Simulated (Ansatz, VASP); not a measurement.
**One calculation of Se, two programs**

The input INCAR:

```
SYSTEM = Se
PREC = Accurate
ENCUT = 600
EDIFF = 1E-7
ISMEAR = -1
SIGMA = 0.1
LREAL = .False.
LASPH = .True.
NELM = 80
ALGO = Normal
ISIF = 3
LWAVE = .False.
LCHARG = .False.
GGA = B5
ALDAX = 1.0
AGGAX = 1.0
AGGAC = 1.0
ALDAC = 0.0
IBRION = 2
NSW = 80
EDIFFG = -0.01
```

Contents of KPOINTS:

```
Automatic mesh
0
Gamma
  7 7 10
  0 0 0
```

POSCAR

```
Se
1.0
    4.9764452362      0.0000000000      0.0000000000
   -2.4882226181      4.3097279951      0.0000000000
    0.0000000000      0.0000000000      3.0505609298
Se
3
Direct
    0.0000000000      0.0000000000      0.0000000000
    0.3333333333      0.6666666667      0.5000000000
    0.6666666667      0.3333333333      0.5000000000
```

Input for Ansatz:

```yaml
crystal:
  lattice:
    - [4.9764452362, 0.0, 0.0]
    - [-2.4882226181, 4.3097279951, 0.0]
    - [0.0, 0.0, 3.0505609298]
  atoms:
    - { symbol: Se, position: [0.0, 0.0, 0.0] }
    - { symbol: Se, position: [0.3333333333, 0.6666666667, 0.5] }
    - { symbol: Se, position: [0.6666666667, 0.3333333333, 0.5] }
hamiltonian:
  xc: blyp
  pseudopotentials:
    kind: paw
    azcp:
      Se: "pseudopotentials/Se.paw.azcp"
basis:
  ecutwfc: 420
  fft_grid_basis: typed
kpoints:
  mp_grid: { grid: [7, 7, 10], shift: [0, 0, 0] }
magnetization:
  spin_polarized: false
scf:
  occupations: { method: fermi_dirac, width: 0.1 }
relax:
  max_steps: 60
  f_tol: 0.01
  cell: {}
```

Alike in both runs: task relaxation of cell and atoms; functional BLYP; k mesh 7 × 7 × 10; occupations fermi-dirac, width 0.1 eV; no spin polarisation.

|  | VASP | Ansatz |
| --- | --- | --- |
| version | VASP 6.6.1 | Ansatz 0.2.0 |
| potentials or method | VASP PAW PBE potentials, release 64 (Se), cutoff 600 eV | plane waves (420 eV) with PAW, scalar-relativistic |
| valence electrons in the cell | 18 | 48 |

Ansatz gave:

- relaxed volume (Å³/atom): 24.61
- relaxed cell length with the largest relative difference (Å): 3.779

Q: Which values does VASP return?

A: Relaxed volume (Å³/atom): 23.14; relaxed cell length with the largest relative difference (Å): 3.112.

VASP's potentials were made for PBE, not for BLYP. One of these differences is far larger than is usual between the two programs; its cause wasn't traced. VASP's potentials hold 18 valence electrons a cell and Ansatz's 48, so a difference there can come from the potentials and not from the codes.
